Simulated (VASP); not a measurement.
Set up this calculation in VASP 6.6.1, as the native input.

```
Task                   : single point
Functional             : PBE
Potentials or basis    : VASP PAW PBE potentials, release 64 (Ta_pv, C)
Cutoff                 : 600 eV
k mesh                 : 16 × 16 × 16
Occupations            : gaussian, width 0.1 eV
Spin                   : no spin polarisation
Dipole correction      : no
Further INCAR settings : ALGO = Normal; EDIFF = 1e-06; NBANDS = 14
```

The structure of TaC lies in POSCAR:

```
TaC
1.0
    0.0000000000      2.2377232170      2.2377232170
    2.2377232170      0.0000000000      2.2377232170
    2.2377232170      2.2377232170      0.0000000000
Ta C
1 1
Direct
    0.0000000000      0.0000000000      0.0000000000
    0.5000000000      0.5000000000      0.5000000000
```

These files were run (other wordings do the same):

INCAR

```
PREC = Accurate ; ENCUT = 600
EDIFF = 1E-6 ; ISMEAR = 0
SIGMA = 0.1 ; LREAL = F
LASPH = T ; NELM = 120
ALGO = Normal ; ISIF = 2
LWAVE = F ; LCHARG = F
GGA = PE ; NBANDS = 14
GGA_COMPAT = F
```

KPOINTS

```
Automatic mesh
0
Gamma
  16 16 16
```

Potentials or basis: VASP PAW PBE potentials, release 64 (Ta_pv, C).

The run is started by

```console
$ cat potpaw_PBE.64/Ta_pv/POTCAR potpaw_PBE.64/C/POTCAR > POTCAR
$ mpirun -np 1 vasp_std > vasp.out
```

It gave:

```yaml
Pressure: 0.6 GPa
Band_gap_on_the_k_mesh: zero (an odd number of electrons rules out a gap without spin polarisation)
```

Caveat: spin-orbit coupling is left out, which moves the levels of the heavy elements.

Run time: 55 s on 1 thread of Intel(R) Xeon(R) Platinum 8259CL CPU @ 2.50GHz (Skylake/Cascade Lake) (shared host), peak memory 0.2 GiB.
